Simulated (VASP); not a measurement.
# HfN (F-43m) in VASP: further runs

Runs on HfN. Level: PBEsol. Tasks: single point.

Everything below comes from runs of VASP 6.6.1. Logs are shortened: lines on timing, memory, paths and dates and some standing lists are left out, and cuts for length are marked.

### Step 1. The cell of the first run

Symmetry: F-43m, No. 216, cubic system. The conventional cell has a = 5.006 Å, b = 5.006 Å, c = 5.006 Å, α = 90.00°, β = 90.00°, γ = 90.00°. Hf (site symmetry -43m) has 4 N at 2.17 Å within 2.9 Å. N (site symmetry -43m) has 4 Hf at 2.17 Å within 2.9 Å.

### Step 2. Single point, PBEsol (volume scaled by 1.06)

The input, INCAR:

```
SYSTEM = HfN
PREC     = Accurate       ! precision mode
ENCUT    = 520            ! plane-wave cutoff, eV
EDIFF    = 1E-6           ! SCF threshold, eV
ISMEAR   = -1             ! smearing method
SIGMA    = 0.05           ! smearing width, eV
LREAL    = .FALSE.        ! projectors in reciprocal space
LASPH    = .TRUE.         ! aspherical terms in the spheres
NELM     = 60             ! most SCF steps
ALGO     = Normal         ! electronic algorithm
ISIF     = 2              ! what is computed and relaxed
LWAVE    = .FALSE.        ! write WAVECAR
LCHARG   = .FALSE.        ! write CHGCAR
GGA      = PS             ! functional
NBANDS   = 14             ! bands
```

The input, KPOINTS:

```
Automatic mesh
0
G
  9 9 9
  0 0 0
```

The input, POSCAR:

```
HfN
1.0
    0.0000000000      2.5029679880      2.5029679880
    2.5029679880      0.0000000000      2.5029679880
    2.5029679880      2.5029679880      0.0000000000
Hf N
1 1
Direct
    0.0000000000      0.0000000000      0.0000000000
    0.2500000000      0.2500000000      0.2500000000
```

Potentials or basis: VASP PAW PBE potentials, release 64 (Hf_pv, N).

Launch:

```console
> cat potpaw_PBE.64/Hf_pv/POTCAR potpaw_PBE.64/N/POTCAR > POTCAR
> mpirun -np 1 vasp_std > vasp.out
```

OUTCAR:

```text
SYSTEM = HfN
   PREC = Accurate
   ENCUT = 520
   EDIFF = 1E-6
   ISMEAR = -1
   LREAL = .FALSE.
   LASPH = .TRUE.
   NELM = 60
   ISIF = 2
   GGA = PS

 ion  position               nearest neighbor table
   1  0.000  0.000  0.000-   2 2.17   2 2.17   2 2.17   2 2.17
   2  0.250  0.250  0.250-   1 2.17   1 2.17   1 2.17   1 2.17

  LATTYP: Found a face centered cubic cell.
 ALAT       =     5.0059359760

  Lattice vectors:

 A1 = (   0.0000000000,   2.5029679880,   2.5029679880)
 A2 = (   2.5029679880,   0.0000000000,   2.5029679880)
 A3 = (   2.5029679880,   2.5029679880,   0.0000000000)

Analysis of symmetry for initial positions (statically):
=====================================================================
 Subroutine PRICEL returns:
 Original cell was already a primitive cell.

 Routine SETGRP: Setting up the symmetry group for a
 face centered cubic supercell.

 Subroutine GETGRP returns: Found 24 space group operations
 (whereof 24 operations were pure point group operations)
 out of a pool of 48 trial point group operations.

The static configuration has the point symmetry T_d .

Analysis of symmetry for dynamics (positions and initial velocities):
=====================================================================
 Subroutine PRICEL returns:
 Original cell was already a primitive cell.

 Routine SETGRP: Setting up the symmetry group for a
 face centered cubic supercell.

 Subroutine GETGRP returns: Found 24 space group operations
 (whereof 24 operations were pure point group operations)
 out of a pool of 48 trial point group operations.

The dynamic configuration has the point symmetry T_d .

 Subroutine INISYM returns: Found 24 space group operations
 (whereof 24 operations are pure point group operations),
 and found     1 'primitive' translations

----------------------------------------------------------------------------------------

                                     Primitive cell

  volume of cell :      31.3614

  direct lattice vectors                    reciprocal lattice vectors
     0.000000000  2.502967988  2.502967988    -0.199762843  0.199762843  0.199762843
     2.502967988  0.000000000  2.502967988     0.199762843 -0.199762843  0.199762843
     2.502967988  2.502967988  0.000000000     0.199762843  0.199762843 -0.199762843

  length of vectors
     3.539731275  3.539731275  3.539731275     0.345999393  0.345999393  0.345999393

[... 81 lines left out ...]
   LREAL  =      F    real-space projection
   EDIFFG = 0.1E-04   stopping-criterion for IOM
   NSW    =      0    number of steps for IOM
   IBRION =     -1    ionic relax: 0-MD 1-quasi-New 2-CG
   NFREE  =      0    steps in history (QN), initial steepest desc. (CG)
   ISIF   =      2    stress and relaxation
   ISYM   =      2    0-nonsym 1-usesym 2-fastsym
   POTIM  = 0.5000    time-step for ionic-motion
   TEBEG  =    0.0;   TEEND  =   0.0 temperature during run
   PSTRESS=    0.0 pullay stress
   NELECT =      15.0000    total number of electrons
   NUPDOWN=      -1.0000    fix difference up-down
   EMIN   =  10.00;   EMAX   =-10.00  energy-range for DOS
   EFERMI =   0.00;   METHOD = LEGACY
   ISMEAR =    -1;   SIGMA  =   0.05  broadening in eV -4-tet -1-fermi 0-gaus
   EFERMI_NEDOS =   21; number of points for ismear=-14 and -15
   IALGO  =     38    algorithm
   IMIX   =      4    mixing-type and parameters
     AMIX     =   0.40;   BMIX     =  1.00
     AMIX_MAG =   1.60;   BMIX_MAG =  1.00
  volume/ion in A,a.u.               =      15.68       105.82
  Fermi-wavevector in a.u.,A,eV,Ry     =   1.280285  2.419388 22.301710  1.639129
  Thomas-Fermi vector in A             =   2.412722
   LORBIT       =      0    0 simple, 1 ext, 2 COOP (PROOUT), +10 PAW based schemes
   GGA     = PS    functional components
   LHFCALC =     F    Hartree Fock is set to
   AEXX    =    0.0000 exact exchange contribution
   IVDW    =     0    specifies the selected vdW correction
   LEPSILON=     F    determine dielectric tensor
   LRPA    =     F    only Hartree local field effects (RPA)
 non-spin polarized calculation
  energy-cutoff  :      520.00
  volume of cell :       31.36
 maximum number of plane-waves:       869
   NGX = 13   NGY = 13   NGZ = 13

 number of electron      14.9999998 magnetization

 Free energy of the ion-electron system (eV)
  ---------------------------------------------------
  ext. energy  EPLUGINS =         0.00000000
  ---------------------------------------------------
  free energy    TOTEN  =       -22.13594412 eV

  energy without entropy =      -22.12959658  energy(sigma->0) =      -22.13277035

 E-fermi :   5.1356     XC(G=0): -11.1231

 val. band max:        5.1267965961   @ k =   0.1111   0.1111   0.0000
 cond. band min:       5.1392739165   @ k =  -0.2222   0.3333   0.1111
 fundamental gap:      0.0124773204
 Fermi energy:         5.1355699967

 k-point     1 :       0.0000    0.0000    0.0000
  band No.  band energies     occupation
      1     -26.1053      2.00000
      2     -26.1053      2.00000
      3     -26.1053      2.00000
      4     -10.6424      2.00000
      5      -0.0253      2.00000
      6      -0.0253      2.00000
      7      -0.0253      2.00000
      8       4.2972      2.00000
      9       7.2260      0.00000
     10       7.2260      0.00000
     11      11.3699      0.00000
     12      11.3699      0.00000
     13      11.3699      0.00000
     14      17.7570      0.00000
[... 377 lines left out ...]
      1     -26.4630      2.00000
      2     -26.2277      2.00000
      3     -26.2277      2.00000
      4      -9.3641      2.00000
      5      -1.4442      2.00000
      6       1.5684      2.00000
      7       1.5684      2.00000
      8       4.0646      2.00000
      9       7.3239      0.00000
     10       8.8058      0.00000
     11       9.6068      0.00000
     12       9.6068      0.00000
     13      13.3901      0.00000
     14      16.1097      0.00000

 [... further k-points ...]
[... 5 lines left out ...]
  --------------------------------------------------------------------------------------
  -------------------------------------------------------------------------------------
  Total       -2.9996027     -2.9996027     -2.9996027     -0.0000000      0.0000000     -0.0000000
  in kB     -153.2422214   -153.2422214   -153.2422214     -0.0000000      0.0000000     -0.0000000
  external PRESSURE =    -153.2422214 kB  Pullay stress =       0.0000000 kB

 VOLUME and BASIS-vectors are now :
 -----------------------------------------------------------------------------
  energy-cutoff  :      520.00
  volume of cell :       31.36
      direct lattice vectors                 reciprocal lattice vectors
     0.000000000  2.502967988  2.502967988    -0.199762843  0.199762843  0.199762843
     2.502967988  0.000000000  2.502967988     0.199762843 -0.199762843  0.199762843
     2.502967988  2.502967988  0.000000000     0.199762843  0.199762843 -0.199762843

 POSITION                                       TOTAL-FORCE (eV/Angst)
 -----------------------------------------------------------------------------------
      0.00000      0.00000      0.00000         0.000000     -0.000000     -0.000000
      1.25148      1.25148      1.25148        -0.000000      0.000000      0.000000
 -----------------------------------------------------------------------------------
    total drift:                               -0.000000     -0.000000     -0.000000

  FREE ENERGIE OF THE ION-ELECTRON SYSTEM (eV)
  ---------------------------------------------------
  free  energy   TOTEN  =       -22.1359441191 eV

  energy  without entropy=      -22.1295965759  energy(sigma->0) =      -22.13277035
```

stdout:

```text
POSCAR found type information on POSCAR HfN
 POSCAR found :  2 types and       2 ions
 scaLAPACK will be used
 -----------------------------------------------------------------------------
|                                                                             |
|                                                                             |
|     You enforced a specific xc type in the INCAR file but a different       |
|     I HOPE YOU KNOW WHAT YOU ARE DOING!                                     |
|                                                                             |
 -----------------------------------------------------------------------------

 LDA part: xc-table for (Slater+PW92), standard interpolation
 POSCAR, INCAR and KPOINTS ok, starting setup
 FFT: planning ... GRIDC
 FFT: planning ... GRID_SOFT
 FFT: planning ... GRID
 WAVECAR not read
 entering main loop
```

Run time: 23 s. Hardware: 1 thread of AMD EPYC 7R43 (Zen 3), shared host; peak memory 0.13 GiB.

Results:

```yaml
Free_energy: -22.1359 eV
Pressure: -15.3 GPa
```

Caveat: the cell differs from its parent crystal (volume scaled by 1.06); the PAW data sets were made with another functional, which shifts forces and pressure a little; spin-orbit coupling is left out, which moves the levels of the heavy elements.

### Step 3. Single point, PBEsol (volume scaled by 0.94)

The input, INCAR:

```
  PREC = Accurate
  ENCUT = 520
  EDIFF = 1E-6
  ISMEAR = -1
  SIGMA = 0.05
  LREAL = F
  LASPH = T
  NELM = 80
  ALGO = Normal
  ISIF = 2
  LWAVE = F
  LCHARG = F
  GGA = PS
  NBANDS = 14
```

The input, KPOINTS:

```
Automatic mesh
0
Gamma
  9 9 9
```

The input, POSCAR:

```
HfN
1.0
    0.0000000000      2.4047095306      2.4047095306
    2.4047095306      0.0000000000      2.4047095306
    2.4047095306      2.4047095306      0.0000000000
Hf N
1 1
Direct
    0.0000000000      0.0000000000      0.0000000000
    0.2500000000      0.2500000000      0.2500000000
```

Potentials or basis: VASP PAW PBE potentials, release 64 (Hf_pv, N).

Launch:

```console
> cat potpaw_PBE.64/Hf_pv/POTCAR potpaw_PBE.64/N/POTCAR > POTCAR
> mpirun -np 1 vasp_std > vasp.out
```

Run time: 14 s. Hardware: 1 thread of Intel Xeon Platinum 8259CL at 2.50GHz (Skylake/Cascade Lake), shared host; peak memory 0.16 GiB.

It converged, with:

```
Free energy : -22.2524 eV
Pressure    : 7.0 GPa
```

Levels at points of the mesh, in eV from the Fermi level:
```csv
k point,band 4,band 5,band 6,band 7,band 8,band 9,band 10,band 11
"(0.00, 0.00, 0.00)",-16.42,-5.75,-5.75,-5.75,-0.58,2.35,2.35,6.99
```

Caveat: the cell differs from its parent crystal (volume scaled by 0.94); the PAW data sets were made with another functional, which shifts forces and pressure a little; spin-orbit coupling is left out, which moves the levels of the heavy elements.

### Step 4. Single point, PBEsol (volume scaled by 0.96)

The input, INCAR:

```
ALGO = Normal
EDIFF = 1E-6
ENCUT = 520
GGA = PS
ISIF = 2
ISMEAR = -1
LASPH = T
LCHARG = F
LREAL = F
LWAVE = F
NBANDS = 14
NELM = 80
PREC = Accurate
SIGMA = 0.05
```

The input, KPOINTS:

```
k-points
0
Gamma
  9 9 9
```

The input, POSCAR:

```
HfN
1.0
    0.0000000000      2.4216446627      2.4216446627
    2.4216446627      0.0000000000      2.4216446627
    2.4216446627      2.4216446627      0.0000000000
Hf N
1 1
Direct
    0.0000000000      0.0000000000      0.0000000000
    0.2500000000      0.2500000000      0.2500000000
```

Launch:

```console
> cat potpaw_PBE.64/Hf_pv/POTCAR potpaw_PBE.64/N/POTCAR > POTCAR
> mpirun -np 1 vasp_std > vasp.out
```

It took 15 s on 1 thread of Intel Xeon Platinum 8259CL at 2.50GHz (Skylake/Cascade Lake), shared host; peak memory 0.16 GiB.

It converged, with:

* Free energy: -22.2695 eV
* Pressure: 2.2 GPa

Levels at points of the mesh, in eV from the Fermi level:
| k point | band 5 | band 6 | band 7 | band 8 | band 9 | band 10 |
| --- | --- | --- | --- | --- | --- | --- |
| (0.00, 0.00, 0.00) | -5.64 | -5.64 | -5.64 | -0.63 | 2.31 | 2.31 |

Caveat: the cell differs from its parent crystal (volume scaled by 0.96); the PAW data sets were made with another functional, which shifts forces and pressure a little; spin-orbit coupling is left out, which moves the levels of the heavy elements.

### Step 5. Single point, PBEsol (volume scaled by 0.98)

The input, INCAR:

```
  ALGO = Normal
  EDIFF = 1E-7
  ENCUT = 520
  GGA = PS
  ISIF = 2
  ISMEAR = -1
  LASPH = T
  LCHARG = F
  LREAL = F
  LWAVE = F
  NBANDS = 14
  NELM = 80
  PREC = Accurate
  SIGMA = 0.05
```

KPOINTS is that of step 4.

The input, POSCAR:

```
HfN
1.0
    0.0000000000      2.4383461881      2.4383461881
    2.4383461881      0.0000000000      2.4383461881
    2.4383461881      2.4383461881      0.0000000000
Hf N
1 1
Direct
    0.0000000000      0.0000000000      0.0000000000
    0.2500000000      0.2500000000      0.2500000000
```

Launch:

```console
> cat potpaw_PBE.64/Hf_pv/POTCAR potpaw_PBE.64/N/POTCAR > POTCAR
> mpirun -np 1 vasp_std > vasp.out
```

Run time: 15 s. Hardware: 1 thread of Intel Xeon Platinum 8259CL at 2.50GHz (Skylake/Cascade Lake), shared host; peak memory 0.16 GiB.

The run converged. Its results:

| Item | Value |
| --- | --- |
| Free energy | -22.2700 eV |
| Pressure | -2.1 GPa |

Levels at points of the mesh, in eV from the Fermi level:
| k point | band 5 | band 6 | band 7 | band 8 | band 9 | band 10 | band 11 | band 12 |
| --- | --- | --- | --- | --- | --- | --- | --- | --- |
| (0.00, 0.00, 0.00) | -5.54 | -5.54 | -5.54 | -0.67 | 2.26 | 2.26 | 6.73 | 6.73 |

Caveat: the cell differs from its parent crystal (volume scaled by 0.98); the PAW data sets were made with another functional, which shifts forces and pressure a little; spin-orbit coupling is left out, which moves the levels of the heavy elements.

### Step 6. Single point, PBEsol

This run uses another cell than the first one, of 14.79 Å³/atom, 0.943 times its volume.

The input, INCAR:

```
  PREC = Accurate
  ENCUT = 520
  EDIFF = 1E-7
  ISMEAR = -1
  SIGMA = 0.05
  LREAL = F
  LASPH = T
  NELM = 100
  ALGO = Normal
  ISIF = 2
  LWAVE = F
  LCHARG = T
  GGA = PS
  LELF = T
  LVHAR = T
  NBANDS = 14
```

The input, KPOINTS:

```
regular mesh
0
Gamma
  9 9 9
```

The input, POSCAR:

```
HfN
1.0
    0.0000000000      2.4548220000      2.4548220000
    2.4548220000      0.0000000000      2.4548220000
    2.4548220000      2.4548220000      0.0000000000
Hf N
1 1
Direct
    0.0000000000      0.0000000000      0.0000000000
    0.2500000000      0.2500000000      0.2500000000
```

Potentials or basis: VASP PAW PBE potentials, release 64 (Hf_pv, N).

Launch:

```console
> cat potpaw_PBE.64/Hf_pv/POTCAR potpaw_PBE.64/N/POTCAR > POTCAR
> mpirun -np 1 vasp_std > vasp.out
```

Run time: 15 s. Hardware: 1 thread of Intel Xeon Platinum 8259CL at 2.50GHz (Skylake/Cascade Lake), shared host; peak memory 0.16 GiB.

The run converged. Its results:

| Quantity | Value |
| --- | --- |
| Free energy | -22.2554 eV |
| Pressure | -5.9 GPa |

Levels at points of the mesh, in eV from the Fermi level:
```
           k point  band 4  band 5  band 6  band 7  band 8  band 9  band 10  band 11  band 12  band 13
(0.00, 0.00, 0.00)  -16.08   -5.44   -5.44   -5.44   -0.71    2.22     2.22     6.60     6.60     6.60
```

Caveat: the PAW data sets were made with another functional, which shifts forces and pressure a little; spin-orbit coupling is left out, which moves the levels of the heavy elements.

### Step 7. Summary

| cell | gap on the mesh (eV) | pressure (GPa) |
| --- | --- | --- |
| a = 3.540 Å, angles 60.0°, 2 atoms | none | -15.3 |
| a = 3.401 Å, angles 60.0°, 2 atoms | none | 7.0 |
| a = 3.425 Å, angles 60.0°, 2 atoms | none | 2.2 |
| a = 3.448 Å, angles 60.0°, 2 atoms | none | -2.1 |
| a = 3.472 Å, angles 60.0°, 2 atoms | none | -5.9 |

Alike in all rows: task single point; level PBEsol; potentials or basis VASP PAW PBE potentials, release 64 (Hf_pv, N); no spin polarisation; k mesh 9 × 9 × 9; cutoff (eV) 520; smearing fermi-dirac 0.05 eV.

Caveats: the PAW data sets were made with another functional, which shifts forces and pressure a little; spin-orbit coupling is left out, which moves the levels of the heavy elements.

Total energies depend on the potentials used, so only differences within one code and one set of settings carry meaning.
